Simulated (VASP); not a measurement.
Set up this calculation in VASP 6.6.1, as the native input.

| Quantity | Value |
| --- | --- |
| Task | single point |
| Functional | LDA |
| Potentials or basis | VASP PAW LDA potentials, release 64 (In_d, Cu) |
| Cutoff | 520 eV |
| k mesh | 6 × 6 × 5 |
| Occupations | fermi-dirac, width 0.1 eV |
| Spin | no spin polarisation |
| Dipole correction | no |
| Further INCAR settings | ALGO = Normal; EDIFF = 1e-07; NBANDS = 44 |

The structure of InCu2 lies in POSCAR:

```
InCu2
1.0
    4.2943000000      0.0000000000      0.0000000000
   -2.1471500000      3.7189730000      0.0000000000
    0.0000000000      0.0000000000      5.2328000000
In Cu
2 4
Direct
    0.3333333333      0.6666666667      0.7500000000
    0.6666666667      0.3333333333      0.2500000000
    0.3333333333      0.6666666667      0.2500000000
    0.6666666667      0.3333333333      0.7500000000
    0.0000000000      0.0000000000      0.0000000000
    0.0000000000      0.0000000000      0.5000000000
```

One way to write it, as run:

INCAR

```
PREC     = Accurate       # precision mode
ENCUT    = 520            # plane-wave cutoff, eV
EDIFF    = 1E-7           # SCF threshold, eV
ISMEAR   = -1             # smearing method
SIGMA    = 0.1            # smearing width, eV
LREAL    = F              # projectors in reciprocal space
LASPH    = T              # aspherical terms in the spheres
NELM     = 60             # most SCF steps
ALGO     = Normal         # electronic algorithm
ISIF     = 2              # what is computed and relaxed
LWAVE    = F              # write WAVECAR
LCHARG   = F              # write CHGCAR
GGA      = CA             # functional
NBANDS   = 44             # bands
```

KPOINTS

```
Automatic mesh
0
Gamma
  6 6 5
```

Potentials or basis: VASP PAW LDA potentials, release 64 (In_d, Cu).

Run with:

```sh
$ cat potpaw_LDA.64/In_d/POTCAR potpaw_LDA.64/Cu/POTCAR > POTCAR
$ mpirun -np 1 vasp_std > vasp.out
```

Results of the run:

The pressure is 2.3 GPa. The band gap on the k mesh is zero (band 35 reaches 12.28 eV, above the bottom of band 36 at 7.61 eV).

Caveat: spin-orbit coupling is left out, which moves the levels of the heavy elements.

Wall time 79 s on 1 thread of Intel(R) Xeon(R) Platinum 8488C (Sapphire Rapids) (shared host), peak memory 0.2 GiB.
